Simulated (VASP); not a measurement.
# CrGe15 (F-43m) in VASP: single point with PBEsol+U

Aim: the single point of CrGe15 with PBEsol+U.

All numbers are computed with VASP 6.6.1; they aren't measurements. Logs are shortened: lines on timing, memory, paths and dates and some standing lists are left out, and cuts for length are marked.

**1. The cell of the first run**

The structure is cubic, space group F-43m (No. 216). The conventional cell has a = 11.315 Å, b = 11.315 Å, c = 11.315 Å, α = 90.00°, β = 90.00°, γ = 90.00°. Cr (site symmetry -43m) has 4 Ge at 2.49 Å within 3.3 Å. Ge (site symmetry 2mm) has 4 Ge at 2.43 to 2.45 Å within 3.2 Å. Within 3.2 Å of Ge (site symmetry -43m) lie 4 Ge at 2.45 Å. Within 3.2 Å of Ge (site symmetry 3m) lie 3 Ge at 2.43 Å and 1 Cr at 2.49 Å. Ge (site symmetry 3m) has 4 Ge at 2.45 Å within 3.2 Å.

**2. Single point, PBEsol+U, collinear spin**

Input file INCAR:

```
SYSTEM = CrGe15
PREC = Accurate
ENCUT = 520
EDIFF = 1E-6
ISMEAR = 0
SIGMA = 0.05
LREAL = Auto
LASPH = .True.
NELM = 150
ALGO = Normal
ISIF = 2
LWAVE = .False.
LCHARG = .False.
ISPIN = 2
MAGMOM = 3.61 -0.02 -0.02 -0.02 -0.02 -0.02 -0.02 -0.01 -0.15 -0.15 -0.15 -0.01 -0.15 -0.01 -0.01 -0.01
LORBIT = 11
NUPDOWN = 2.2
LMAXMIX = 4
LDAU = .True.
LDAUTYPE = 2
LDAUL = 2 -1
LDAUU = 3 0
LDAUJ = 0 0
LDAUPRINT = 1
GGA = PS
NBANDS = 129
```

Input file KPOINTS:

```
regular mesh
0
Gamma
  3 3 3
  0 0 0
```

Input file POSCAR:

```
CrGe15
1.0
    0.0000000000      5.6575400000      5.6575400000
    5.6575400000      0.0000000000      5.6575400000
    5.6575400000      5.6575400000      0.0000000000
Cr Ge
1 15
Direct
    0.0000000000      1.0000000000      1.0000000000
    0.0006439391      0.0006439391      0.4993560609
    0.0006439391      0.4993560609      0.0006439391
    0.0006439391      0.4993560609      0.4993560609
    0.4993560609      0.0006439391      0.0006439391
    0.4993560609      0.0006439391      0.4993560609
    0.4993560609      0.4993560609      0.0006439391
    0.5000000000      0.5000000000      0.5000000000
    0.1271381710      0.1271381710      0.1271381710
    0.1271381710      0.1271381710      0.6185854871
    0.1271381710      0.6185854871      0.1271381710
    0.1250830096      0.6249723301      0.6249723301
    0.6185854871      0.1271381710      0.1271381710
    0.6249723301      0.1250830096      0.6249723301
    0.6249723301      0.6249723301      0.1250830096
    0.6249723301      0.6249723301      0.6249723301
```

Potentials or basis: VASP PAW PBE potentials, release 64 (Cr_pv, Ge_d).

Launch:

```bash
$ cat potpaw_PBE.64/Cr_pv/POTCAR potpaw_PBE.64/Ge_d/POTCAR > POTCAR
$ mpirun -np 1 vasp_std > vasp.out
```

OUTCAR:

```text
SYSTEM = CrGe15
   PREC = Accurate
   ENCUT = 520
   EDIFF = 1E-6
   ISMEAR = 0
   LREAL = Auto
   LASPH = .True.
   NELM = 150
   ISIF = 2
   ISPIN = 2
   LORBIT = 11
   NUPDOWN = 2.2
   GGA = PS

 ion  position               nearest neighbor table
   1  0.000  0.000  0.000-  10 2.49  11 2.49  13 2.49   9 2.49
   2  0.001  0.001  0.499-   9 2.43  10 2.43  12 2.45  14 2.45
   3  0.001  0.499  0.001-   9 2.43  11 2.43  12 2.45  15 2.45
   4  0.001  0.499  0.499-  10 2.43  11 2.43  12 2.45  16 2.45
   5  0.499  0.001  0.001-   9 2.43  13 2.43  14 2.45  15 2.45
   6  0.499  0.001  0.499-  10 2.43  13 2.43  14 2.45  16 2.45
[... 8 lines left out ...]
  15  0.625  0.625  0.125-   8 2.45   7 2.45   3 2.45   5 2.45
  16  0.625  0.625  0.625-   8 2.45   6 2.45   7 2.45   4 2.45

  LATTYP: Found a face centered cubic cell.
 ALAT       =    11.3150800000

  Lattice vectors:

 A1 = (   0.0000000000,   5.6575400000,   5.6575400000)
 A2 = (   5.6575400000,   0.0000000000,   5.6575400000)
 A3 = (   5.6575400000,   5.6575400000,   0.0000000000)

Analysis of symmetry for initial positions (statically):
=====================================================================
 Subroutine PRICEL returns:
 Original cell was already a primitive cell.

 Routine SETGRP: Setting up the symmetry group for a
 face centered cubic supercell.

 Subroutine GETGRP returns: Found 24 space group operations
 (whereof 24 operations were pure point group operations)
 out of a pool of 48 trial point group operations.

The static configuration has the point symmetry T_d .

Analysis of symmetry for dynamics (positions and initial velocities):
=====================================================================
 Subroutine PRICEL returns:
 Original cell was already a primitive cell.

 Routine SETGRP: Setting up the symmetry group for a
 face centered cubic supercell.

 Subroutine GETGRP returns: Found 24 space group operations
 (whereof 24 operations were pure point group operations)
 out of a pool of 48 trial point group operations.

The dynamic configuration has the point symmetry T_d .

Analysis of structural, dynamic, and magnetic symmetry:
=====================================================================
 Subroutine PRICEL returns:
 Original cell was already a primitive cell.

 Routine SETGRP: Setting up the symmetry group for a
 face centered cubic supercell.

 Subroutine GETGRP returns: Found 24 space group operations
[... 186 lines left out ...]

 Free energy of the ion-electron system (eV)
  ---------------------------------------------------
  ext. energy  EPLUGINS =         0.00000000
  ---------------------------------------------------
  free energy    TOTEN  =       -79.21472248 eV

  energy without entropy =      -79.20075026  energy(sigma->0) =      -79.20773637

 E-fermi :   4.5723     XC(G=0): -10.1129

 val. band max:        4.5095069397   @ k =  -0.3333   0.3333   0.0000
 cond. band min:       4.2203497549   @ k =   0.0000   0.0000   0.0000
 fundamental gap:     -0.2891571848
 Fermi energy:         4.2151031866

 spin component 1

 k-point     1 :       0.0000    0.0000    0.0000
  band No.  band energies     occupation
      1     -39.2566      1.00000
      2     -39.2566      1.00000
      3     -39.2566      1.00000
      4     -20.0374      1.00000
      5     -20.0374      1.00000
      6     -20.0374      1.00000
[... 493 lines left out ...]
    122       7.9045      0.00000
    123       7.9524      0.00000
 Fermi energy:         4.5722979896

 spin component 2

 k-point     1 :       0.0000    0.0000    0.0000
  band No.  band energies     occupation
      1     -35.9223      1.00000
      2     -35.9223      1.00000
      3     -35.9223      1.00000
      4     -20.0396      1.00000
      5     -20.0396      1.00000
      6     -20.0396      1.00000
[... 493 lines left out ...]
    122       7.9099      0.00000
    123       8.0000      0.00000
 [bands above 123 left out]

------------------------ aborting loop because EDIFF is reached ----------------------------------------

  FORCE on cell =-STRESS in cart. coord.  units (eV):
  Direction    XX          YY          ZZ          XY          YZ          ZX
  --------------------------------------------------------------------------------------
  -------------------------------------------------------------------------------------
  Total        2.2591150      2.2591150      2.2591150     -0.0000000      0.0000000      0.0000000
  in kB        9.9939236      9.9939236      9.9939236     -0.0000000      0.0000000      0.0000000
  external PRESSURE =       9.9939236 kB  Pullay stress =       0.0000000 kB

 VOLUME and BASIS-vectors are now :
 -----------------------------------------------------------------------------
  energy-cutoff  :      520.00
  volume of cell :      362.17
      direct lattice vectors                 reciprocal lattice vectors
     0.000000000  5.657540000  5.657540000    -0.088377634  0.088377634  0.088377634
     5.657540000  0.000000000  5.657540000     0.088377634 -0.088377634  0.088377634
     5.657540000  5.657540000  0.000000000     0.088377634  0.088377634 -0.088377634

 POSITION                                       TOTAL-FORCE (eV/Angst)
 -----------------------------------------------------------------------------------
      0.00000      0.00000      0.00000        -0.000000     -0.000000     -0.000000
      2.82877      2.82877      0.00729        -0.000000     -0.000000     -0.069058
      2.82877      0.00729      2.82877        -0.000000     -0.069058     -0.000000
      5.65025      2.82877      2.82877         0.069058     -0.000000     -0.000000
      0.00729      2.82877      2.82877        -0.069058     -0.000000     -0.000000
      2.82877      5.65025      2.82877        -0.000000      0.069058     -0.000000
[... 8 lines left out ...]
      4.24347      4.24347      7.07161        -0.017681     -0.017681      0.017681
      7.07161      7.07161      7.07161         0.017681      0.017681      0.017681
 -----------------------------------------------------------------------------------
    total drift:                                0.000004      0.000004      0.000004

  FREE ENERGIE OF THE ION-ELECTRON SYSTEM (eV)
  ---------------------------------------------------
  free  energy   TOTEN  =       -79.2147224776 eV

  energy  without entropy=      -79.2007502642  energy(sigma->0) =      -79.20773637

 total charge

# of ion       s       p       d       tot
------------------------------------------
    1        0.337   6.177   4.144  10.657
    2        1.127   1.259  10.026  12.411
    3        1.127   1.259  10.026  12.411
    4        1.127   1.259  10.026  12.411
    5        1.127   1.259  10.026  12.411
    6        1.127   1.259  10.026  12.411
[... 8 lines left out ...]
   15        1.124   1.257  10.023  12.404
   16        1.124   1.257  10.023  12.404
--------------------------------------------------
tot         17.286  25.132 154.488 196.906

 magnetization (x)

# of ion       s       p       d       tot
------------------------------------------
    1        0.024  -0.044   3.367   3.348
    2       -0.000  -0.016  -0.005  -0.022
    3       -0.000  -0.016  -0.005  -0.022
    4       -0.000  -0.016  -0.005  -0.022
    5       -0.000  -0.016  -0.005  -0.022
    6       -0.000  -0.016  -0.005  -0.022
[... 8 lines left out ...]
   15       -0.002  -0.003  -0.001  -0.006
   16       -0.002  -0.003  -0.001  -0.006
--------------------------------------------------
tot         -0.080  -0.736   3.356   2.540
```

OSZICAR:

```text
N       E                     dE             d eps       ncg     rms          rms(c)
DAV:   1     0.362568032118E+04    0.36257E+04   -0.91236E+04  2416   0.468E+03
DAV:   2     0.751560217076E+03   -0.28741E+04   -0.27779E+04  2064   0.131E+03
DAV:   3     0.353376403340E+02   -0.71622E+03   -0.68789E+03  2072   0.323E+02
DAV:   4    -0.739264056436E+02   -0.10926E+03   -0.10202E+03  2333   0.123E+02
DAV:   5    -0.811534276146E+02   -0.72270E+01   -0.70641E+01  2344   0.334E+01    0.188E+01
DAV:   6    -0.915821233369E+02   -0.10429E+02   -0.56633E+01  2902   0.312E+01    0.474E+01
DAV:   7    -0.782653884055E+02    0.13317E+02   -0.67057E+01  2552   0.260E+01    0.104E+01
DAV:   8    -0.790471441183E+02   -0.78176E+00   -0.49402E+00  2272   0.730E+00    0.487E+00
DAV:   9    -0.791395037791E+02   -0.92360E-01   -0.85550E-01  3032   0.386E+00    0.275E+00
DAV:  10    -0.792113160590E+02   -0.71812E-01   -0.32295E-01  2856   0.233E+00    0.148E+00
DAV:  11    -0.792062140254E+02    0.51020E-02   -0.81328E-02  2368   0.184E+00    0.779E-01
DAV:  12    -0.792114307842E+02   -0.52168E-02   -0.25117E-02  2344   0.115E+00    0.700E-01
DAV:  13    -0.792150786169E+02   -0.36478E-02   -0.10087E-02  2336   0.543E-01    0.370E-01
DAV:  14    -0.792140613315E+02    0.10173E-02   -0.40814E-03  2952   0.485E-01    0.237E-01
DAV:  15    -0.792145037497E+02   -0.44242E-03   -0.61005E-04  2696   0.241E-01    0.144E-01
DAV:  16    -0.792147013650E+02   -0.19762E-03   -0.27006E-04  2254   0.129E-01    0.339E-02
DAV:  17    -0.792147218346E+02   -0.20470E-04   -0.10397E-04  2280   0.474E-02    0.153E-02
DAV:  18    -0.792147224776E+02   -0.64300E-06   -0.51855E-06  2223   0.213E-02
   1 F= -.79214722E+02 E0= -.79207736E+02  d E =-.139722E-01  mag=     2.2000
```

Run time: 26 min. Hardware: 1 thread of AMD EPYC 7R32 (Zen 2), shared host; peak memory 0.74 GiB.

Results:

| Quantity | Value |
| --- | --- |
| Free energy | -79.2147 eV |
| Pressure | 1.0 GPa |
| Largest force | 0.446 eV/Å |
| Net moment | 2.20 μB per cell |
| Site moments | Cr +3.35; Ge -0.02, -0.01, -0.16 (each value once) μB |
| Valence electrons inside the program's atomic spheres | Cr 10.66; Ge 12.41, 12.44, 12.40 (each value once) |

Forces on the atoms (eV/Å):
```
Cr   0.000  0.000  0.000
Ge   0.000  0.000 -0.069
Ge   0.000 -0.069  0.000
Ge   0.069  0.000  0.000
Ge  -0.069  0.000  0.000
Ge   0.000  0.069  0.000
Ge   0.000  0.000  0.069
Ge   0.000  0.000  0.000
Ge  -0.258 -0.258 -0.258
Ge   0.258  0.258 -0.258
Ge   0.258 -0.258  0.258
Ge   0.018 -0.018 -0.018
Ge  -0.258  0.258  0.258
Ge  -0.018  0.018 -0.018
Ge  -0.018 -0.018  0.018
Ge   0.018  0.018  0.018
```

Eigenvalues of the final occupation matrices:
```csv
site,spin,trace,eigenvalues
site 1 d,1,3.77,0.68 0.68 0.68 0.87 0.87
site 1 d,2,0.39,0.02 0.02 0.12 0.12 0.12
```

Caveat: the PAW data sets were made with another functional, which shifts forces and pressure a little; the total moment is fixed, so each spin has its own Fermi level and the state may be an excited one; the U is typed as a test and isn't derived for this compound.
